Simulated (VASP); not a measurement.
# Fe (Fd-3m) in VASP: further runs, part 2 of 2

VASP 6.6.1.

### 3 Single point, PBE (volume scaled by 1.12)

Contents of INCAR:

```
SYSTEM = Fe
PREC     = Accurate       ! precision mode
ENCUT    = 520            ! plane-wave cutoff, eV
EDIFF    = 1E-7           ! SCF threshold, eV
ISMEAR   = -1             ! smearing method
SIGMA    = 0.1            ! smearing width, eV
LREAL    = .False.        ! projectors in reciprocal space
LASPH    = .True.         ! aspherical terms in the spheres
NELM     = 100            ! most SCF steps
ALGO     = Normal         ! electronic algorithm
ISIF     = 2              ! what is computed and relaxed
LWAVE    = .False.        ! write WAVECAR
LCHARG   = .False.        ! write CHGCAR
GGA      = PE             ! functional
NBANDS   = 15             ! bands
```

Contents of KPOINTS:

```
Automatic mesh
0
Gamma
  13 13 13
  0 0 0
```

Contents of POSCAR:

```
Fe
1.0
    0.0000000000      2.5316517978      2.5316517978
    2.5316517978      0.0000000000      2.5316517978
    2.5316517978      2.5316517978      0.0000000000
Fe
2
Direct
    0.1250000000      0.1250000000      0.1250000000
    0.8750000000      0.8750000000      0.8750000000
```

Potentials or basis: VASP PAW PBE potentials, release 64 (Fe).

Started as:

```bash
> cat potpaw_PBE.64/Fe/POTCAR > POTCAR
> mpirun -np 1 vasp_std > vasp.out
```

OUTCAR:

```text
SYSTEM = Fe
   PREC = Accurate
   ENCUT = 520
   EDIFF = 1E-7
   ISMEAR = -1
   LREAL = .False.
   LASPH = .True.
   NELM = 100
   ISIF = 2
   GGA = PE

 ion  position               nearest neighbor table
   1  0.125  0.125  0.125-   2 2.19   2 2.19   2 2.19   2 2.19
   2  0.875  0.875  0.875-   1 2.19   1 2.19   1 2.19   1 2.19

  LATTYP: Found a face centered cubic cell.
 ALAT       =     5.0633035956

  Lattice vectors:

 A1 = (   0.0000000000,   2.5316517978,   2.5316517978)
 A2 = (   2.5316517978,   0.0000000000,   2.5316517978)
 A3 = (   2.5316517978,   2.5316517978,   0.0000000000)

Analysis of symmetry for initial positions (statically):
=====================================================================
 Subroutine PRICEL returns:
 Original cell was already a primitive cell.

 Routine SETGRP: Setting up the symmetry group for a
 face centered cubic supercell.

 Subroutine GETGRP returns: Found 48 space group operations
 (whereof 12 operations were pure point group operations)
 out of a pool of 48 trial point group operations.

The static configuration has the point symmetry D_3d.
 The point group associated with its full space group is O_h .

Analysis of symmetry for dynamics (positions and initial velocities):
=====================================================================
 Subroutine PRICEL returns:
 Original cell was already a primitive cell.

 Routine SETGRP: Setting up the symmetry group for a
 face centered cubic supercell.

 Subroutine GETGRP returns: Found 48 space group operations
 (whereof 12 operations were pure point group operations)
 out of a pool of 48 trial point group operations.

The dynamic configuration has the point symmetry D_3d.
 The point group associated with its full space group is O_h .

 Subroutine INISYM returns: Found 48 space group operations
 (whereof 12 operations are pure point group operations),
 and found     1 'primitive' translations

----------------------------------------------------------------------------------------

                                     Primitive cell

  volume of cell :      32.4520

  direct lattice vectors                    reciprocal lattice vectors
     0.000000000  2.531651798  2.531651798    -0.197499514  0.197499514  0.197499514
     2.531651798  0.000000000  2.531651798     0.197499514 -0.197499514  0.197499514
     2.531651798  2.531651798  0.000000000     0.197499514  0.197499514 -0.197499514

  length of vectors
     3.580296308  3.580296308  3.580296308     0.342079193  0.342079193  0.342079193

  position of ions in fractional coordinates (direct lattice)
     0.125000000  0.125000000  0.125000000
     0.875000000  0.875000000  0.875000000

  ion indices of the primitive-cell ions
   primitive index   ion index
                 1           1
                 2           2

----------------------------------------------------------------------------------------

 KPOINTS: Automatic mesh

Automatic generation of k-mesh.
 Grid dimensions read from file:
 generate k-points for:   13   13   13

 Generating k-lattice:

  Cartesian coordinates                     Fractional coordinates (reciprocal lattice)
    -0.015192270  0.015192270  0.015192270     0.076923077  0.000000000  0.000000000
     0.015192270 -0.015192270  0.015192270     0.000000000  0.076923077  0.000000000
     0.015192270  0.015192270 -0.015192270     0.000000000  0.000000000  0.076923077

  Length of vectors
     0.026313784  0.026313784  0.026313784

  Shift w.r.t. Gamma in fractional coordinates (k-lattice)
     0.000000000  0.000000000  0.000000000

 Subroutine IBZKPT returns following result:
 ===========================================

 Found     84 irreducible k-points:

 Following reciprocal coordinates:
            Coordinates               Weight
  0.000000  0.000000  0.000000      1.000000
  0.076923  0.000000  0.000000      8.000000
  0.153846  0.000000  0.000000      8.000000
  0.230769  0.000000  0.000000      8.000000
  0.307692  0.000000  0.000000      8.000000
  0.384615  0.000000  0.000000      8.000000
[... 16 lines left out ...]
  0.384615  0.153846  0.000000     24.000000
  0.461538  0.153846  0.000000     24.000000
 [... further k-points ...]
   k-points           NKPTS =     84   k-points in BZ     NKDIM =     84   number of bands    NBANDS=     15
   number of dos      NEDOS =    301   number of ions     NIONS =      2
   total plane-waves  NPLWV =  21952
   dimension x,y,z NGX =    28 NGY =   28 NGZ =   28
   dimension x,y,z NGXF=    56 NGYF=   56 NGZF=   56
   ions per type =               2
   NGX,Y,Z   is equivalent  to a cutoff of  13.00, 13.00, 13.00 a.u.
   NGXF,Y,Z  is equivalent  to a cutoff of  26.00, 26.00, 26.00 a.u.
 SYSTEM =  Fe
   PREC   = accura    normal or accurate (medium, high low for compatibility)
   ISTART =      0    job   : 0-new  1-cont  2-samecut
   ICHARG =      2    charge: 1-file 2-atom 10-const
   ISPIN  =      1    spin polarized calculation?
   LNONCOLLINEAR =      F non collinear calculations
   LSORBIT =      F    spin-orbit coupling
   LASPH  =      T    aspherical Exc in radial PAW
   ENCUT  =  520.0 eV  38.22 Ry    6.18 a.u.   6.66  6.66  6.66*2*pi/ulx,y,z
   NELM   =    100;   NELMIN=  2; NELMDL= -5     # of ELM steps
   EDIFF  = 0.1E-06   stopping-criterion for ELM
   LREAL  =      F    real-space projection
   EDIFFG = 0.1E-05   stopping-criterion for IOM
   NSW    =      0    number of steps for IOM
   IBRION =     -1    ionic relax: 0-MD 1-quasi-New 2-CG
   NFREE  =      0    steps in history (QN), initial steepest desc. (CG)
   ISIF   =      2    stress and relaxation
   ISYM   =      2    0-nonsym 1-usesym 2-fastsym
   POTIM  = 0.5000    time-step for ionic-motion
   TEBEG  =    0.0;   TEEND  =   0.0 temperature during run
   PSTRESS=    0.0 pullay stress
   NELECT =      16.0000    total number of electrons
   NUPDOWN=      -1.0000    fix difference up-down
   EMIN   =  10.00;   EMAX   =-10.00  energy-range for DOS
   EFERMI =   0.00;   METHOD = LEGACY
   ISMEAR =    -1;   SIGMA  =   0.10  broadening in eV -4-tet -1-fermi 0-gaus
   EFERMI_NEDOS =   21; number of points for ismear=-14 and -15
   IALGO  =     38    algorithm
   IMIX   =      4    mixing-type and parameters
     AMIX     =   0.40;   BMIX     =  1.00
     AMIX_MAG =   1.60;   BMIX_MAG =  1.00
  volume/ion in A,a.u.               =      16.23       109.50
  Fermi-wavevector in a.u.,A,eV,Ry     =   1.293305  2.443991 22.757608  1.672637
  Thomas-Fermi vector in A             =   2.424959
   LORBIT       =      0    0 simple, 1 ext, 2 COOP (PROOUT), +10 PAW based schemes
   GGA     = PE    functional components
   LHFCALC =     F    Hartree Fock is set to
   AEXX    =    0.0000 exact exchange contribution
   IVDW    =     0    specifies the selected vdW correction
   LEPSILON=     F    determine dielectric tensor
   LRPA    =     F    only Hartree local field effects (RPA)
 non-spin polarized calculation
  energy-cutoff  :      520.00
  volume of cell :       32.45
 maximum number of plane-waves:       895
   NGX = 13   NGY = 13   NGZ = 13

 number of electron      16.0000010 magnetization

 Free energy of the ion-electron system (eV)
  ---------------------------------------------------
  ext. energy  EPLUGINS =         0.00000000
  ---------------------------------------------------
  free energy    TOTEN  =       -13.84940463 eV

  energy without entropy =      -13.75245085  energy(sigma->0) =      -13.80092774

 E-fermi :   2.6929     XC(G=0): -10.9373

 val. band max:        2.6722709046   @ k =  -0.1538   0.1538   0.0000
 cond. band min:       2.7011944092   @ k =   0.2308   0.2308   0.0000
 fundamental gap:      0.0289235046
 Fermi energy:         2.6929048168

 k-point     1 :       0.0000    0.0000    0.0000
  band No.  band energies     occupation
      1      -3.4374      2.00000
      2       0.3538      2.00000
      3       0.3538      2.00000
      4       0.5450      2.00000
      5       0.5450      2.00000
      6       0.5450      2.00000
      7       2.3459      1.93965
      8       2.3459      1.93965
      9       2.3459      1.93965
     10       3.7137      0.00007
     11       3.7137      0.00007
     12      15.8091      0.00000
     13      15.8091      0.00000
     14      15.8091      0.00000
[... 401 lines left out ...]
      2      -0.0936      2.00000
      3       0.5270      2.00000
      4       0.5380      2.00000
      5       0.7760      2.00000
      6       1.0687      2.00000
      7       1.6311      1.99995
      8       2.7816      0.58368
      9       2.7936      0.53533
     10       3.4448      0.00108
     11       3.7613      0.00005
     12       5.5784      0.00000
     13      10.6856      0.00000
     14      10.8336      0.00000
     15      13.8521      0.00000

 [... further k-points ...]
[... 5 lines left out ...]
  --------------------------------------------------------------------------------------
  -------------------------------------------------------------------------------------
  Total       -2.8673386     -2.8673386     -2.8673386     -0.0000000     -0.0000000      0.0000000
  in kB     -141.5623134   -141.5623134   -141.5623134     -0.0000000     -0.0000000      0.0000000
  external PRESSURE =    -141.5623134 kB  Pullay stress =       0.0000000 kB

 VOLUME and BASIS-vectors are now :
 -----------------------------------------------------------------------------
  energy-cutoff  :      520.00
  volume of cell :       32.45
      direct lattice vectors                 reciprocal lattice vectors
     0.000000000  2.531651798  2.531651798    -0.197499514  0.197499514  0.197499514
     2.531651798  0.000000000  2.531651798     0.197499514 -0.197499514  0.197499514
     2.531651798  2.531651798  0.000000000     0.197499514  0.197499514 -0.197499514

 POSITION                                       TOTAL-FORCE (eV/Angst)
 -----------------------------------------------------------------------------------
      0.63291      0.63291      0.63291         0.000000      0.000000      0.000000
      4.43039      4.43039      4.43039        -0.000000     -0.000000     -0.000000
 -----------------------------------------------------------------------------------
    total drift:                                0.000000     -0.000000     -0.000000

  FREE ENERGIE OF THE ION-ELECTRON SYSTEM (eV)
  ---------------------------------------------------
  free  energy   TOTEN  =       -13.8494046332 eV

  energy  without entropy=      -13.7524508550  energy(sigma->0) =      -13.80092774
```

It used 31 s of CPU time on 1 thread of Intel Xeon 6975P-C (shared host).

Results:

| Property | Result |
| --- | --- |
| Free energy | -13.8494 eV |
| Pressure | -14.2 GPa |
| Band gap on the k mesh | zero (band 8 reaches 3.01 eV, above the bottom of band 9 at 2.33 eV) |

Levels at points of the mesh, in eV from the Fermi level:
```csv
k point,band 6,band 7,band 8,band 9,band 10,band 11
"(0.00, 0.00, 0.00)",-2.15,-0.35,-0.35,-0.35,1.02,1.02
```

Caveat: the run has no spin polarisation, though such a crystal can be magnetic. Spin polarisation is off, so any magnetic state and its effect on volume and gap are missing.
